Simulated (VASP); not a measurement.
Set up this calculation in VASP 6.6.1, as the native input.

* Task: single point
* Functional: PBE
* Potentials or basis: VASP PAW PBE potentials, release 64 (Ag)
* Cutoff: 520 eV
* k mesh: 1 × 1 × 23
* Occupations: gaussian, width 0.05 eV
* Spin: collinear spin, ferromagnetic start
* Starting moments: [0.5, 0.5] μB
* Dipole correction: no
* Further INCAR settings: ALGO = Normal; EDIFF = 1e-06; NBANDS = 22

The structure of Ag lies in POSCAR:

```
Ag
1.0
   11.4000000000      0.0000000000      0.0000000000
    0.0000000000      9.3000000000      0.0000000000
    0.0000000000      0.0000000000      2.7992050818
Ag
2
Direct
    0.3957594930      0.5000000000      0.0000000000
    0.6042405070      0.5000000000      0.5000000000
```

These files were run (other wordings do the same):

INCAR

```
SYSTEM = Ag
ALGO = Normal
EDIFF = 1E-6
ENCUT = 520
GGA = PE
ISIF = 2
ISMEAR = 0
ISPIN = 2
LASPH = .True.
LCHARG = .False.
LMAXMIX = 4
LORBIT = 11
LREAL = .False.
LWAVE = .False.
MAGMOM = 0.5 0.5
NBANDS = 22
NELM = 150
PREC = Accurate
SIGMA = 0.05
```

KPOINTS

```
k-points
0
Gamma
  1 1 23
  0 0 0
```

Potentials or basis: VASP PAW PBE potentials, release 64 (Ag).

Run with:

```console
$ cat potpaw_PBE.64/Ag/POTCAR > POTCAR
$ mpirun -np 1 vasp_std > vasp.out
```

It gave:

The largest force is 0.062 eV/Å. The band gap on the k mesh is zero (filled and empty bands overlap), the net moment is 0.00 μB per cell and the valence electrons inside the program's atomic spheres are Ag 9.79.

It took 2.3 min on 1 thread of Intel Xeon 6975P-C, with other jobs on the host, peak memory 0.55 GiB.
